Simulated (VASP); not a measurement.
Input of a VASP 6.6.1 run:

File INCAR:

```
SYSTEM = Hf2N
ALGO = Normal
EDIFF = 1E-6
ENCUT = 520
GGA = PS
ISIF = 2
ISMEAR = 0
LASPH = .True.
LCHARG = .False.
LREAL = .False.
LWAVE = .False.
NBANDS = 34
NELM = 60
PREC = Accurate
SIGMA = 0.1
```

File KPOINTS:

```
k-points
0
Gamma
  8 8 12
  0 0 0
```

File POSCAR:

```
Hf2N
1.0
    5.2955389254      0.0000000000      0.0000000000
    0.0000000000      5.2955389254      0.0000000000
    0.0000000000      0.0000000000      3.2274489825
Hf N
4 2
Direct
    0.2954633019      0.2954633019      0.0000000000
    0.7045366981      0.7045366981      0.0000000000
    0.7954633019      0.2045366981      0.5000000000
    0.2045366981      0.7954633019      0.5000000000
    0.0000000000      0.0000000000      0.0000000000
    0.5000000000      0.5000000000      0.5000000000
```

Potentials or basis: VASP PAW PBE potentials, release 64 (Hf_pv, N).

Launch:

```console
$ cat potpaw_PBE.64/Hf_pv/POTCAR potpaw_PBE.64/N/POTCAR > POTCAR
$ mpirun -np 1 vasp_std > vasp.out
```

Q: Predict the band gap on the k mesh.

A: Zero (band 25 reaches 7.32 eV, above the bottom of band 26 at 4.62 eV).

Q: Estimate the pressure.

A: -1.0 GPa.

Stress tensor (GPa, compression positive):
```
-0.95  0.00  0.00
 0.00 -0.95  0.00
 0.00  0.00 -1.10
```

Caveat: the PAW data sets were made with another functional, which shifts forces and pressure a little; spin-orbit coupling is left out, which moves the levels of the heavy elements.
